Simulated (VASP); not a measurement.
MgS, 4 atoms in the cell. It takes space group P6_3mc (No. 186, hexagonal). The conventional cell has a = 4.029 Å, b = 4.029 Å, c = 6.279 Å, α = 90.00°, β = 90.00°, γ = 120.00°. Within 3.2 Å of Mg (site symmetry 3m) lie 4 S at 2.43 Å. Within 3.2 Å of S (site symmetry 3m) lie 4 Mg at 2.43 Å.  This cell differs from its parent crystal: uniaxial z strain -2.7%.

* Program: VASP 6.6.1
* Task: single point
* Functional: r2SCAN
* Potentials or basis: VASP PAW PBE potentials, release 64 (Mg, S)
* Cutoff: 520 eV
* k mesh: 12 × 12 × 4
* Occupations: gaussian, width 0.01 eV
* Spin: no spin polarisation
* Dipole correction: no
* Further INCAR settings: ALGO = Normal; EDIFF = 1e-06; NBANDS = 16

Potentials or basis: VASP PAW PBE potentials, release 64 (Mg, S).

Command:

```sh
$ cat potpaw_PBE.64/Mg/POTCAR potpaw_PBE.64/S/POTCAR > POTCAR
$ cp INCAR.step1 INCAR
$ mpirun -np 1 vasp_std > vasp.out
$ cp INCAR.step2 INCAR
$ mpirun -np 1 vasp_std > vasp.out
```

Hardware: 1 thread of AMD EPYC 9R45 96-Core Processor (Zen 5) (shared host).

Problem. Estimate the wall time of this run.

Solution. Wall time 2.7 min on 1 thread of AMD EPYC 9R45 96-Core Processor (Zen 5), on a shared host, peak memory 0.22 GiB. Counts: k points 57.
